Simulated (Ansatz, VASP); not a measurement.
# AlN: VASP beside Ansatz

The input INCAR:

```
SYSTEM = AlN
ALGO = Normal
EDIFF = 1E-7
ENCUT = 520
GGA = PE
ISIF = 2
ISMEAR = 0
LASPH = .True.
LCHARG = .False.
LREAL = .False.
LWAVE = .False.
NBANDS = 16
NELM = 100
PREC = Accurate
SIGMA = 0.01
```

KPOINTS

```
k-points
0
Gamma
  12 12 4
  0 0 0
```

File POSCAR:

```
AlN
1.0
    3.0331440171      0.0000000000      0.0000000000
   -1.5165720086      2.6267826153      0.0000000000
    0.0000000000      0.0000000000      4.8532252969
Al N
2 2
Direct
    0.3333333333      0.6666666667      0.0000000000
    0.6666666667      0.3333333333      0.5000000000
    0.3333333333      0.6666666667      0.3800000000
    0.6666666667      0.3333333333      0.8800000000
```

Input for Ansatz:

```yaml
crystal:
  lattice:
    - [3.033144017123155, 0.0, 0.0]
    - [-1.5165720085615775, 2.626782615330227, 0.0]
    - [0.0, 0.0, 4.853225296913085]
  atoms:
    - { symbol: Al, position: [0.3333333333333333, 0.6666666666666666, 0.0] }
    - { symbol: Al, position: [0.6666666666666666, 0.3333333333333333, 0.5] }
    - { symbol: "N", position: [0.3333333333333333, 0.6666666666666666, 0.38] }
    - { symbol: "N", position: [0.6666666666666666, 0.3333333333333333, 0.88] }
basis:
  ecutwfc: 500.0
kpoints:
  mp_grid:
    grid: [12, 12, 4]
hamiltonian:
  xc: pbe
scf:
  occupations:
    method: fixed
output:
  stress: true
```

Alike in both runs: task single point; functional PBE; k mesh 12 × 12 × 4; no spin polarisation.

```csv
,VASP,Ansatz
version,VASP 6.6.1,Ansatz 0.2.0
potentials or method,"VASP PAW PBE potentials, release 64 (Al, N), cutoff 520 eV","plane waves, PAW"
occupations,"gaussian, width 0.01 eV",fixed
valence electrons in the cell,16,16
```

|  | VASP | Ansatz | Ansatz less VASP |
| --- | --- | --- | --- |
| pressure (GPa) | 22.3 | 22.5 | +0.22 |
| traceless stress, the component that is largest in VASP (GPa) | 0.74 | 0.70 | -0.042 |

Ansatz's warnings: structure snapped to symmetry.
